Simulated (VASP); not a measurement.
# AlN (P6_3mc) in VASP: notebook

Aim: see how the results for AlN move with the level of theory and the settings. Levels: PBE-based screened hybrid with 50 % exact exchange, PBEsol-based screened hybrid with 25 % exact exchange. Tasks: single point, relaxation of cell and atoms.

All numbers are computed with VASP 6.6.1; they aren't measurements. Logs are shortened: lines on timing, memory, paths and dates and some standing lists are left out, and cuts for length are marked.

### Step 1. The cell of the first run

The structure is hexagonal, space group P6_3mc (No. 186). The conventional cell has a = 3.113 Å, b = 3.113 Å, c = 4.981 Å, α = 90.00°, β = 90.00°, γ = 120.00°. Within 2.5 Å of Al (site symmetry 3m) lie 4 N at 1.89 Å. Within 2.5 Å of N (site symmetry 3m) lie 4 Al at 1.89 Å.

### Step 2. Single point, PBE-based screened hybrid with 50 % exact exchange

POSCAR reads:

```
AlN
1.0
    3.1130000000      0.0000000000      0.0000000000
   -1.5565000000      2.6959370820      0.0000000000
    0.0000000000      0.0000000000      4.9810000000
Al N
2 2
Direct
    0.6666666667      0.3333333333      0.5000000000
    0.3333333333      0.6666666667      0.0000000000
    0.6666666667      0.3333333333      0.8800000000
    0.3333333333      0.6666666667      0.3800000000
```

INCAR.step1 reads:

```
ALGO = Normal
EDIFF = 1E-5
ENCUT = 520
GGA = PE
ISIF = 2
ISMEAR = -1
LASPH = True
LREAL = False
LWAVE = True
NBANDS = 16
NELM = 60
PREC = Accurate
SIGMA = 0.05
```

INCAR.step2 reads:

```
AEXX = 0.5
ALGO = Normal
EDIFF = 1E-6
ENCUT = 520
GGA = PE
HFSCREEN = 0.2
ISIF = 2
ISMEAR = -1
ISTART = 1
LASPH = True
LCHARG = True
LELF = True
LHFCALC = True
LREAL = False
LVHAR = True
LWAVE = False
NBANDS = 16
NELM = 60
PREC = Accurate
PRECFOCK = Normal
SIGMA = 0.05
```

KPOINTS reads:

```
k-points
0
Gamma
  5 5 3
```

Potentials or basis: VASP PAW PBE potentials, release 64 (Al, N).

Command:

```
cat potpaw_PBE.64/Al/POTCAR potpaw_PBE.64/N/POTCAR > POTCAR
cp INCAR.step1 INCAR
mpirun -np 1 vasp_std > vasp.out
cp INCAR.step2 INCAR
mpirun -np 1 vasp_std > vasp.out
```

OUTCAR:

```text
AEXX = 0.5
   EDIFF = 1E-6
   ENCUT = 520
   GGA = PE
   HFSCREEN = 0.2
   ISIF = 2
   ISMEAR = -1
   ISTART = 1
   LASPH = True
   LHFCALC = True
   LREAL = False
   NELM = 60
   PREC = Accurate
   PRECFOCK = Normal

 ion  position               nearest neighbor table
   1  0.667  0.333  0.500-   3 1.89   4 1.89   4 1.89   4 1.89   2 3.07   2 3.07   2 3.07   2 3.07
                             2 3.07   2 3.07
   2  0.333  0.667  0.000-   4 1.89   3 1.89   3 1.89   3 1.89   1 3.07   1 3.07   1 3.07   1 3.07
                             1 3.07   1 3.07
   3  0.667  0.333  0.880-   1 1.89   2 1.89   2 1.89   2 1.89
   4  0.333  0.667  0.380-   2 1.89   1 1.89   1 1.89   1 1.89

  LATTYP: Found a hexagonal cell.
 ALAT       =     3.1130000000
 C/A-ratio  =     1.6000642467

  Lattice vectors:

 A1 = (   3.1130000000,   0.0000000000,   0.0000000000)
 A2 = (  -1.5565000000,   2.6959370820,   0.0000000000)
 A3 = (   0.0000000000,   0.0000000000,   4.9810000000)

Analysis of symmetry for initial positions (statically):
=====================================================================
 Subroutine PRICEL returns:
 Original cell was already a primitive cell.

 Routine SETGRP: Setting up the symmetry group for a
 hexagonal supercell.

 Subroutine GETGRP returns: Found 12 space group operations
 (whereof  6 operations were pure point group operations)
 out of a pool of 24 trial point group operations.

The static configuration has the point symmetry C_3v.
 The point group associated with its full space group is C_6v.

Analysis of symmetry for dynamics (positions and initial velocities):
=====================================================================
 Subroutine PRICEL returns:
 Original cell was already a primitive cell.

 Routine SETGRP: Setting up the symmetry group for a
 hexagonal supercell.

 Subroutine GETGRP returns: Found 12 space group operations
 (whereof  6 operations were pure point group operations)
 out of a pool of 24 trial point group operations.

The dynamic configuration has the point symmetry C_3v.
 The point group associated with its full space group is C_6v.

 Subroutine INISYM returns: Found 12 space group operations
 (whereof  6 operations are pure point group operations),
 and found     1 'primitive' translations

----------------------------------------------------------------------------------------

                                     Primitive cell

  volume of cell :      41.8028

  direct lattice vectors                    reciprocal lattice vectors
     3.113000000  0.000000000  0.000000000     0.321233537  0.185464269  0.000000000
    -1.556500000  2.695937082  0.000000000     0.000000000  0.370928538  0.000000000
     0.000000000  0.000000000  4.981000000     0.000000000  0.000000000  0.200762899

  length of vectors
     3.113000000  3.113000000  4.981000000     0.370928538  0.370928538  0.200762899

  position of ions in fractional coordinates (direct lattice)
     0.666666667  0.333333333  0.500000000
     0.333333333  0.666666667  0.000000000
     0.666666667  0.333333333  0.880000000
     0.333333333  0.666666667  0.380000000

  ion indices of the primitive-cell ions
   primitive index   ion index
                 1           1
                 2           2
                 3           3
                 4           4

----------------------------------------------------------------------------------------

 KPOINTS: k-points

Automatic generation of k-mesh.
 Grid dimensions read from file:
 generate k-points for:    5    5    3

 Generating k-lattice:

  Cartesian coordinates                     Fractional coordinates (reciprocal lattice)
     0.064246707  0.037092854  0.000000000     0.200000000  0.000000000  0.000000000
     0.000000000  0.074185708  0.000000000     0.000000000  0.200000000  0.000000000
     0.000000000  0.000000000  0.066920966     0.000000000  0.000000000  0.333333333

  Length of vectors
     0.074185708  0.074185708  0.066920966

  Shift w.r.t. Gamma in fractional coordinates (k-lattice)
     0.000000000  0.000000000  0.000000000

 Subroutine IBZKPT returns following result:
 ===========================================

 Found     10 irreducible k-points:

 Following reciprocal coordinates:
            Coordinates               Weight
  0.000000  0.000000  0.000000      1.000000
  0.200000 -0.000000  0.000000      6.000000
  0.400000  0.000000  0.000000      6.000000
  0.200000  0.200000  0.000000      6.000000
  0.400000  0.200000  0.000000      6.000000
  0.000000  0.000000  0.333333      2.000000
  0.200000 -0.000000  0.333333     12.000000
  0.400000  0.000000  0.333333     12.000000
  0.200000  0.200000  0.333333     12.000000
  0.400000  0.200000  0.333333     12.000000
   k-points           NKPTS =     10   k-points in BZ     NKDIM =     75   number of bands    NBANDS=     16
   number of dos      NEDOS =    301   number of ions     NIONS =      4
   total plane-waves  NPLWV =  23040
   dimension x,y,z NGX =    24 NGY =   24 NGZ =   40
   dimension x,y,z NGXF=    48 NGYF=   48 NGZF=   80
   ions per type =               2   2
   NGX,Y,Z   is equivalent  to a cutoff of  12.82, 12.82, 13.35 a.u.
   NGXF,Y,Z  is equivalent  to a cutoff of  25.63, 25.63, 26.70 a.u.
 SYSTEM =  unknown system
   PREC   = accura    normal or accurate (medium, high low for compatibility)
   ISTART =      1    job   : 0-new  1-cont  2-samecut
   ICHARG =      0    charge: 1-file 2-atom 10-const
   ISPIN  =      1    spin polarized calculation?
   LNONCOLLINEAR =      F non collinear calculations
   LSORBIT =      F    spin-orbit coupling
   LASPH  =      T    aspherical Exc in radial PAW
   ENCUT  =  520.0 eV  38.22 Ry    6.18 a.u.   5.79  5.79  9.26*2*pi/ulx,y,z
   NELM   =     60;   NELMIN=  2; NELMDL=  0     # of ELM steps
   EDIFF  = 0.1E-05   stopping-criterion for ELM
   LREAL  =      F    real-space projection
   EDIFFG = 0.1E-04   stopping-criterion for IOM
   NSW    =      0    number of steps for IOM
   IBRION =     -1    ionic relax: 0-MD 1-quasi-New 2-CG
   NFREE  =      0    steps in history (QN), initial steepest desc. (CG)
   ISIF   =      2    stress and relaxation
   ISYM   =      3    0-nonsym 1-usesym 2-fastsym
   POTIM  = 0.5000    time-step for ionic-motion
   TEBEG  =    0.0;   TEEND  =   0.0 temperature during run
   PSTRESS=    0.0 pullay stress
   NELECT =      16.0000    total number of electrons
   NUPDOWN=      -1.0000    fix difference up-down
   EMIN   =  10.00;   EMAX   =-10.00  energy-range for DOS
   EFERMI =   0.00;   METHOD = LEGACY
   ISMEAR =    -1;   SIGMA  =   0.05  broadening in eV -4-tet -1-fermi 0-gaus
   EFERMI_NEDOS =   21; number of points for ismear=-14 and -15
   IALGO  =     38    algorithm
   IMIX   =      1    mixing-type and parameters
     AMIX     =   0.40;   BMIX     =  1.00
     AMIX_MAG =   1.60;   BMIX_MAG =  1.00
  volume/ion in A,a.u.               =      10.45        70.52
  Fermi-wavevector in a.u.,A,eV,Ry     =   1.188629  2.246183 19.222843  1.412839
  Thomas-Fermi vector in A             =   2.324754
   LORBIT       =      0    0 simple, 1 ext, 2 COOP (PROOUT), +10 PAW based schemes
   GGA     = PE    functional components
   LHFCALC =     T    Hartree Fock is set to
   PRECFOCK=normal    Normal, Fast or Accurate (Low or Medium for compatibility)
   ENCUT4O =  -1.0   cutoff for four orbital integrals eV
   NKREDX  =     1    reduce k-point grid by
   NKREDY  =     1    reduce k-point grid by
   NKREDZ  =     1    reduce k-point grid by
   AEXX    =    0.5000 exact exchange contribution
   HFSCREEN=    0.2000 screening length (either q_TF or 0.3 A-1)
   HFSCREENC=   0.2000 screening length for correlation (either q_TF or 0.3 A-1)
   ENCUTFOCK=  -1.0 apply spherical cutoff to Coloumb kernel
   IVDW    =     0    specifies the selected vdW correction
   LEPSILON=     F    determine dielectric tensor
   LRPA    =     F    only Hartree local field effects (RPA)
 non-spin polarized calculation
  energy-cutoff  :      520.00
  volume of cell :       41.80
 maximum number of plane-waves:      1142
 NGX is ok and might be reduce to    24
  NGX = 18; NGY = 18; NGZ = 28

 number of electron      15.9999997 magnetization

 Free energy of the ion-electron system (eV)
  ---------------------------------------------------
  ext. energy  EPLUGINS =         0.00000000
  ---------------------------------------------------
  free energy    TOTEN  =       -40.40011085 eV

  energy without entropy =      -40.40011085  energy(sigma->0) =      -40.40011085

 E-fermi :   5.2802     XC(G=0):  -7.0619

 val. band max:        4.2224071191   @ k =   0.0000   0.0000   0.0000
 cond. band min:      11.2467345182   @ k =   0.0000   0.0000   0.0000
 fundamental gap:      7.0243273991
 Fermi energy:         5.2801975893

 k-point     1 :       0.0000    0.0000    0.0000
  band No.  band energies     occupation
      1     -13.9457      2.00000
      2     -11.5102      2.00000
      3      -2.7524      2.00000
      4       3.2186      2.00000
      5       3.2186      2.00000
      6       4.0167      2.00000
[... 8 lines left out ...]
     15      20.9581      0.00000
     16      20.9581      0.00000

 k-point     2 :       0.2000   -0.0000    0.0000
  band No.  band energies     occupation
      1     -13.3833      2.00000
      2     -11.2159      2.00000
      3      -2.0508      2.00000
      4       1.0701      2.00000
      5       2.1198      2.00000
      6       2.6084      2.00000
[... 8 lines left out ...]
     15      20.1195      0.00000
     16      20.4735      0.00000

 k-point     3 :       0.4000    0.0000    0.0000
  band No.  band energies     occupation
      1     -12.0866      2.00000
      2     -10.8727      2.00000
      3      -1.6775      2.00000
      4      -0.3376      2.00000
      5      -0.1792      2.00000
      6       1.8695      2.00000
[... 8 lines left out ...]
     15      20.3720      0.00000
     16      23.4098      0.00000
[... 96 lines left out ...]
 k-point     9 :       0.2000    0.2000    0.3333
  band No.  band energies     occupation
      1     -12.0809      2.00000
      2     -11.3127      2.00000
      3      -1.3007      2.00000
      4      -0.7245      2.00000
      5       1.4319      2.00000
      6       1.5539      2.00000
[... 8 lines left out ...]
     15      19.9822      0.00000
     16      21.7313      0.00000

 k-point    10 :       0.4000    0.2000    0.3333
  band No.  band energies     occupation
      1     -11.2992      2.00000
      2     -11.0301      2.00000
      3      -1.9299      2.00000
      4      -1.4042      2.00000
      5       0.2515      2.00000
      6       1.3078      2.00000
[... 8 lines left out ...]
     15      21.2180      0.00000
     16      22.6573      0.00000

------------------------ aborting loop because EDIFF is reached ----------------------------------------

  FORCE on cell =-STRESS in cart. coord.  units (eV):
  Direction    XX          YY          ZZ          XY          YZ          ZX
  --------------------------------------------------------------------------------------
  -------------------------------------------------------------------------------------
  Total       -1.9380458     -1.9380458     -1.5173857      0.0000000     -0.0000000      0.0000000
  in kB      -74.2795400    -74.2795400    -58.1568883      0.0000000     -0.0000000      0.0000000
  external PRESSURE =     -68.9053228 kB  Pullay stress =       0.0000000 kB

 VOLUME and BASIS-vectors are now :
 -----------------------------------------------------------------------------
  energy-cutoff  :      520.00
  volume of cell :       41.80
      direct lattice vectors                 reciprocal lattice vectors
     3.113000000  0.000000000  0.000000000     0.321233537  0.185464269  0.000000000
    -1.556500000  2.695937082  0.000000000     0.000000000  0.370928538  0.000000000
     0.000000000  0.000000000  4.981000000     0.000000000  0.000000000  0.200762899

 POSITION                                       TOTAL-FORCE (eV/Angst)
 -----------------------------------------------------------------------------------
      1.55650      0.89865      2.49050         0.000000      0.000000     -0.124460
     -0.00000      1.79729      0.00000        -0.000000     -0.000000     -0.124460
      1.55650      0.89865      4.38328         0.000000      0.000000      0.124460
     -0.00000      1.79729      1.89278        -0.000000     -0.000000      0.124460
 -----------------------------------------------------------------------------------
    total drift:                               -0.000000     -0.000000      0.000157

  FREE ENERGIE OF THE ION-ELECTRON SYSTEM (eV)
  ---------------------------------------------------
  free  energy   TOTEN  =       -40.4001108547 eV

  energy  without entropy=      -40.4001108547  energy(sigma->0) =      -40.40011085
```

Run time: 15 min. Hardware: 1 thread of Intel Xeon 8259CL, shared host; peak memory 0.25 GiB.

Results:

```yaml
Free_energy: -40.4001 eV
Pressure: -6.9 GPa
Largest_force: 0.124 eV/Å
Band_gap_on_the_k_mesh: 7.02 eV
```

Forces in eV/Å, atoms in the order of the input:
```
Al   0.000  0.000 -0.124
Al   0.000  0.000 -0.124
N    0.000  0.000  0.124
N    0.000  0.000  0.124
```

Stress tensor (GPa, compression positive):
```
-7.43  0.00  0.00
 0.00 -7.43  0.00
 0.00  0.00 -5.82
```

Levels at points of the mesh, in eV from the valence-band top:
```tsv
k point	band 6	band 7	band 8	band 9	band 10	band 11
(0.00, 0.00, 0.00)	-0.21	-0.21	0.00	7.02	9.65	14.37
```

Caveat: the k points lie up to 0.47 Å⁻¹ apart; the PAW data sets were made with another functional, which shifts forces and pressure a little.

(Continued in part 2 of 2.)
